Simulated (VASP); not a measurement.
# W2N (P-3m1) in VASP: single point with PBEsol

Aim: the single point of W2N with PBEsol.

All numbers are computed with VASP 6.6.1; they aren't measurements. Logs are shortened: lines on timing, memory, paths and dates and some standing lists are left out, and cuts for length are marked.

**1. The cell of the first run**

Symmetry: P-3m1, No. 164, trigonal system. Conventional cell: a = 3.027 Å, b = 3.027 Å, c = 17.452 Å, α = 90.00°, β = 90.00°, γ = 120.00°. Within 2.9 Å of W (site symmetry 3m) lie 3 N at 2.18 Å and 1 W at 2.65 Å. Within 2.6 Å of W (site symmetry 3m) lie 1 N at 1.95 Å. Within 3.1 Å of W (site symmetry 3m) lie 3 N at 2.26 Å and 7 W at 2.71 to 3.03 Å. Within 3.1 Å of N (site symmetry -3m) lie 6 W at 2.26 Å and 6 N at 3.03 Å. N (site symmetry 3m) has 4 W at 1.95 to 2.18 Å within 2.6 Å.

**2. Single point, PBEsol (strain +0.080 along x and y, +0.000 along z)**

Contents of INCAR:

```
SYSTEM = W2N
  ALGO = Fast
  EDIFF = 1E-6
  ENCUT = 520
  GGA = PS
  ISIF = 2
  ISMEAR = 0
  LASPH = .TRUE.
  LCHARG = .FALSE.
  LREAL = .FALSE.
  LWAVE = .FALSE.
  NBANDS = 60
  NELM = 100
  PREC = Accurate
  SIGMA = 0.15
```

Contents of KPOINTS:

```
k-points
0
G
  18 18 4
  0 0 0
```

Contents of POSCAR:

```
W2N
1.0
    3.0266614596      0.0000000000      0.0000000000
   -1.5133307298      2.6211657126      0.0000000000
    0.0000000000      0.0000000000     17.4516838000
W N
6 3
Direct
    0.0000000000      0.0000000000      0.0759303595
    0.0000000000      0.0000000000      0.9240696405
    0.3333333333      0.6666666667      0.2625177070
    0.6666666667      0.3333333333      0.7374822930
    0.3333333333      0.6666666667      0.4176067740
    0.6666666667      0.3333333333      0.5823932260
    0.0000000000      0.0000000000      0.5000000000
    0.3333333333      0.6666666667      0.1506839325
    0.6666666667      0.3333333333      0.8493160675
```

Potentials or basis: VASP PAW PBE potentials, release 64 (W_sv, N).

Command:

```
$ cat potpaw_PBE.64/W_sv/POTCAR potpaw_PBE.64/N/POTCAR > POTCAR
$ mpirun -np 1 vasp_std > vasp.out
```

OUTCAR:

```text
SYSTEM = W2N
   EDIFF = 1E-6
   ENCUT = 520
   GGA = PS
   ISIF = 2
   ISMEAR = 0
   LASPH = .TRUE.
   LREAL = .FALSE.
   NELM = 100
   PREC = Accurate

 ion  position               nearest neighbor table
   1  0.000  0.000  0.076-   8 2.18   8 2.18   8 2.18   2 2.65
   2  0.000  0.000  0.924-   9 2.18   9 2.18   9 2.18   1 2.65
   3  0.333  0.667  0.263-   8 1.95   5 2.71
   4  0.667  0.333  0.737-   9 1.95   6 2.71
   5  0.333  0.667  0.418-   7 2.26   7 2.26   7 2.26   3 2.71   6 3.37   6 3.37   6 3.37
   6  0.667  0.333  0.582-   7 2.26   7 2.26   7 2.26   4 2.71   5 3.37   5 3.37   5 3.37
   7  0.000  0.000  0.500-   5 2.26   6 2.26   5 2.26   6 2.26   6 2.26   5 2.26
   8  0.333  0.667  0.151-   3 1.95   1 2.18   1 2.18   1 2.18
   9  0.667  0.333  0.849-   4 1.95   2 2.18   2 2.18   2 2.18

  LATTYP: Found a hexagonal cell.
 ALAT       =     3.0266614596
 C/A-ratio  =     5.7659847436

  Lattice vectors:

 A1 = (   3.0266614596,   0.0000000000,   0.0000000000)
 A2 = (  -1.5133307298,   2.6211657126,   0.0000000000)
 A3 = (   0.0000000000,   0.0000000000,  17.4516838000)

Analysis of symmetry for initial positions (statically):
=====================================================================
 Subroutine PRICEL returns:
 Original cell was already a primitive cell.

 Routine SETGRP: Setting up the symmetry group for a
 hexagonal supercell.

 Subroutine GETGRP returns: Found 12 space group operations
 (whereof 12 operations were pure point group operations)
 out of a pool of 24 trial point group operations.

The static configuration has the point symmetry D_3d.

Analysis of symmetry for dynamics (positions and initial velocities):
=====================================================================
 Subroutine PRICEL returns:
 Original cell was already a primitive cell.

 Routine SETGRP: Setting up the symmetry group for a
 hexagonal supercell.

 Subroutine GETGRP returns: Found 12 space group operations
 (whereof 12 operations were pure point group operations)
 out of a pool of 24 trial point group operations.

The dynamic configuration has the point symmetry D_3d.

 Subroutine INISYM returns: Found 12 space group operations
 (whereof 12 operations are pure point group operations),
 and found     1 'primitive' translations

----------------------------------------------------------------------------------------

                                     Primitive cell
[... 113 lines left out ...]
   POTIM  = 0.5000    time-step for ionic-motion
   TEBEG  =    0.0;   TEEND  =   0.0 temperature during run
   PSTRESS=    0.0 pullay stress
   NELECT =      99.0000    total number of electrons
   NUPDOWN=      -1.0000    fix difference up-down
   EMIN   =  10.00;   EMAX   =-10.00  energy-range for DOS
   EFERMI =   0.00;   METHOD = LEGACY
   ISMEAR =     0;   SIGMA  =   0.15  broadening in eV -4-tet -1-fermi 0-gaus
   EFERMI_NEDOS =   21; number of points for ismear=-14 and -15
   IALGO  =     68    algorithm
   IMIX   =      4    mixing-type and parameters
     AMIX     =   0.40;   BMIX     =  1.00
     AMIX_MAG =   1.60;   BMIX_MAG =  1.00
  volume/ion in A,a.u.               =      15.38       103.81
  Fermi-wavevector in a.u.,A,eV,Ry     =   1.463933  2.766433 29.158662  2.143101
  Thomas-Fermi vector in A             =   2.579969
   LORBIT       =      0    0 simple, 1 ext, 2 COOP (PROOUT), +10 PAW based schemes
   GGA     = PS    functional components
   LHFCALC =     F    Hartree Fock is set to
   AEXX    =    0.0000 exact exchange contribution
   IVDW    =     0    specifies the selected vdW correction
   LEPSILON=     F    determine dielectric tensor
   LRPA    =     F    only Hartree local field effects (RPA)
 non-spin polarized calculation
 RMM-DIIS sequential band-by-band and
 Gauss-broadening in eV      SIGMA  =   0.15
  energy-cutoff  :      520.00
  volume of cell :      138.45
 maximum number of plane-waves:      3784
 NGX is ok and might be reduce to    24
   NGX = 11   NGY = 11   NGZ = 65

 number of electron      98.9999993 magnetization

 Free energy of the ion-electron system (eV)
  ---------------------------------------------------
  ext. energy  EPLUGINS =         0.00000000
  ---------------------------------------------------
  free energy    TOTEN  =      -102.25989958 eV

  energy without entropy =     -102.17217147  energy(sigma->0) =     -102.21603552

 E-fermi :   8.2616     XC(G=0): -12.5044

 val. band max:        8.2596670968   @ k =   0.3889   0.1667   0.2500
 cond. band min:       8.2640807742   @ k =   0.3333   0.2222   0.2500
 fundamental gap:      0.0044136774
 Fermi energy:         8.2615619586

 k-point     1 :       0.0000    0.0000    0.0000
  band No.  band energies     occupation
      1     -66.3244      2.00000
      2     -66.2819      2.00000
      3     -66.2725      2.00000
      4     -66.2670      2.00000
      5     -66.1635      2.00000
      6     -66.1634      2.00000
[... 1501 lines left out ...]
     59      11.1838      0.00000
     60      11.8787      0.00000

 [... further k-points ...]

------------------------ aborting loop because EDIFF is reached ----------------------------------------

  FORCE on cell =-STRESS in cart. coord.  units (eV):
  Direction    XX          YY          ZZ          XY          YZ          ZX
  --------------------------------------------------------------------------------------
  -------------------------------------------------------------------------------------
  Total      -29.3768793    -29.3768793    -18.7006647      0.0000000      0.0000000      0.0000000
  in kB     -339.9543333   -339.9543333   -216.4073292      0.0000000      0.0000000      0.0000000
  external PRESSURE =    -298.7719986 kB  Pullay stress =       0.0000000 kB

 VOLUME and BASIS-vectors are now :
 -----------------------------------------------------------------------------
  energy-cutoff  :      520.00
  volume of cell :      138.45
      direct lattice vectors                 reciprocal lattice vectors
     3.026661460  0.000000000  0.000000000     0.330397044  0.190754822  0.000000000
    -1.513330730  2.621165713  0.000000000     0.000000000  0.381509645  0.000000000
     0.000000000  0.000000000 17.451683800     0.000000000  0.000000000  0.057301061

 POSITION                                       TOTAL-FORCE (eV/Angst)
 -----------------------------------------------------------------------------------
      0.00000      0.00000      1.32511         0.000000      0.000000      1.090663
      0.00000      0.00000     16.12657        -0.000000      0.000000     -1.090663
     -0.00000      1.74744      4.58138        -0.000000      0.000000      0.009900
      1.51333      0.87372     12.87031         0.000000     -0.000000     -0.009900
     -0.00000      1.74744      7.28794         0.000000     -0.000000      1.279702
      1.51333      0.87372     10.16374        -0.000000      0.000000     -1.279702
      0.00000      0.00000      8.72584         0.000000      0.000000      0.000000
     -0.00000      1.74744      2.62969         0.000000     -0.000000     -1.621929
      1.51333      0.87372     14.82200        -0.000000      0.000000      1.621929
 -----------------------------------------------------------------------------------
    total drift:                                0.000000      0.000000      0.000000

  FREE ENERGIE OF THE ION-ELECTRON SYSTEM (eV)
  ---------------------------------------------------
  free  energy   TOTEN  =      -102.2598995826 eV

  energy  without entropy=     -102.1721714672  energy(sigma->0) =     -102.21603552
```

It took 87 min on 1 thread of Oxide Virtual Turin-like, shared host; peak memory 0.81 GiB.

Results:

```
Free energy            : -102.2599 eV
Pressure               : -29.9 GPa
Largest force          : 1.622 eV/Å
Band gap on the k mesh : zero (an odd number of electrons rules out a gap without spin polarisation)
```

Forces on the atoms (eV/Å):
```
W    0.000  0.000  1.091
W    0.000  0.000 -1.091
W    0.000  0.000  0.010
W    0.000  0.000 -0.010
W    0.000  0.000  1.280
W    0.000  0.000 -1.280
N    0.000  0.000  0.000
N    0.000  0.000 -1.622
N    0.000  0.000  1.622
```

Caveat: the cell differs from its parent crystal (strain +0.080 along x and y, +0.000 along z); the stress differs along the axes, from -34 to -22 GPa; the PAW data sets were made with another functional, which shifts forces and pressure a little; spin-orbit coupling is left out, which moves the levels of the heavy elements.
